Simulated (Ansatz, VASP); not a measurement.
## One calculation of C, two programs

The input INCAR:

```
SYSTEM = C
ALGO = Normal
EDIFF = 1E-6
ENCUT = 520
GGA = PE
ISIF = 2
ISMEAR = -1
LASPH = .TRUE.
LCHARG = .FALSE.
LREAL = .FALSE.
LWAVE = .FALSE.
NBANDS = 11
NELM = 60
PREC = Accurate
SIGMA = 0.08
```

File KPOINTS:

```
k-points
0
G
  20 20 20
  0 0 0
```

POSCAR

```
C
1.0
    0.0000000000      1.7834000000      1.7477320000
    1.7834000000      0.0000000000      1.7477320000
    1.7834000000      1.7834000000      0.0000000000
C
2
Direct
    0.5000000000      0.5000000000      0.5000000000
    0.7500000000      0.7500000000      0.7500000000
```

Input for Ansatz:

```yaml
crystal:
  lattice:
    - [0.0, 1.7834, 1.747732]
    - [1.7834, 0.0, 1.747732]
    - [1.7834, 1.7834, 0.0]
  atoms:
    - { symbol: C, position: [0.5, 0.5, 0.5] }
    - { symbol: C, position: [0.75, 0.75, 0.75] }
kpoints:
  mp_grid: { grid: [20, 20, 20] }
  band_path:
    path:
      - [0.0, 0.0, 0.0]
      - [0.0, 0.5, 0.5]
      - [0.25, 0.75, 0.5]
      - [0.0, 0.5, 0.0]
      - [0.0, 0.0, 0.0]
      - [0.5, 0.5, 0.0]
      - [0.3801541025, 0.6198458975, 0.0]
      - [-0.3801541025, 0.3801541025, 0.0]
      - [0.0, 0.0, 0.0]
    npoints: 5
scf:
  occupations: { method: fermi_dirac, width: 0.08 }
hamiltonian:
  xc: pbe
  pseudopotentials: { kind: all_electron, lapw: { basis_error: 0.0005 } }
output:
  forces: true
  stress: true
  eigenvalues: true
```

Change from the starting cell: zz strain of -2 %.

Alike in both runs: task single point; functional PBE; k mesh 20 × 20 × 20; occupations fermi-dirac, width 0.08 eV; no spin polarisation.

```csv
,VASP,Ansatz
version,VASP 6.6.1,Ansatz 0.2.0
potentials or method,"VASP PAW PBE potentials, release 64 (C), cutoff 520 eV","all-electron LAPW, scalar-relativistic"
```

```tsv
	VASP	Ansatz	Ansatz less VASP
gap on the k mesh at the Fermi level (eV)	3.66	3.67	+0.009
pressure (GPa)	11.7	11.0	-0.77
traceless stress, the component that is largest in VASP (GPa)	12.53	12.55	+0.021
```

Ansatz ran all-electron here, and VASP with PAW potentials.
